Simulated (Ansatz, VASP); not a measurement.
# SrTiO3: VASP beside Ansatz

```
CELL_PARAMETERS angstrom
3.77439 0.00000 0.00000
0.00000 3.77439 0.00000
0.00000 0.00000 4.00785
ATOMIC_POSITIONS crystal
Sr 0.00000 0.00000 0.00000
Ti 0.50000 0.50000 0.50000
O 0.00000 0.50000 0.50000
O 0.50000 0.00000 0.50000
O 0.50000 0.50000 0.00000
```

Change from the starting cell: strain -0.030 along x and y, +0.030 along z, atoms carried along.

Alike in both runs: task single point; functional PBEsol; k mesh 8 × 8 × 8; occupations gaussian, width 0.05 eV; no spin polarisation.

|  | VASP | Ansatz |
| --- | --- | --- |
| version | VASP 6.6.1 | Ansatz 0.2.0 |
| potentials or method | VASP PAW PBE potentials, release 64 (Sr_sv, Ti_sv, O), cutoff 520 eV | scalar-relativistic, plane waves, PAW |
| valence electrons in the cell | 40 | 40 |

|  | VASP | Ansatz | Ansatz less VASP |
| --- | --- | --- | --- |
| gap on the k mesh at the Fermi level (eV) | 1.74 | 1.77 | +0.037 |
| least direct gap on the mesh (eV) | 2.15 | 2.17 | +0.023 |
| pressure (GPa) | 8.1 | 7.4 | -0.76 |
| traceless stress, the component that is largest in VASP (GPa) | -10.74 | -10.59 | +0.147 |

VASP's potentials were made for PBE, not for PBEsol.
